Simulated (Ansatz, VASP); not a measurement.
**YHgTe2: VASP beside Ansatz**

```
CELL_PARAMETERS angstrom
4.55950 0.00000 0.00000
-2.27975 3.94864 0.00000
0.00000 0.00000 10.77767
ATOMIC_POSITIONS crystal
Y 0.00000 0.00000 0.50000
Hg 0.00000 0.00000 0.00000
Te 0.00000 0.00000 0.24264
Te 0.00000 0.00000 0.75736
```

Alike in both runs: task relaxation of cell and atoms; functional PBE; k mesh 12 × 12 × 6; occupations gaussian, width 0.1 eV; no spin polarisation.

|  | VASP | Ansatz |
| --- | --- | --- |
| version | VASP 6.6.1 | Ansatz 0.2.0 |
| potentials or method | VASP PAW PBE potentials, release 64 (Y_sv, Hg, Te), cutoff 600 eV | scalar-relativistic, plane waves, PAW |
| valence electrons in the cell | 35 | 63 |

|  | VASP | Ansatz | Ansatz less VASP |
| --- | --- | --- | --- |
| gap on the k mesh at the Fermi level, each at its own relaxed structure (eV) | none | none | - |
| relaxed volume (Å³/atom) | 48.53 | 48.51 | -0.016 |
| relaxed length of the cell vector where the two differ most in proportion (Å) | 10.786 | 10.778 | -0.0087 |

A gap of «none» marks a metal or a gap that the smearing closes. VASP's potentials hold 35 valence electrons a cell and Ansatz's 63, so a difference there can come from the potentials and not from the codes.

Neither program's run includes spin-orbit coupling.
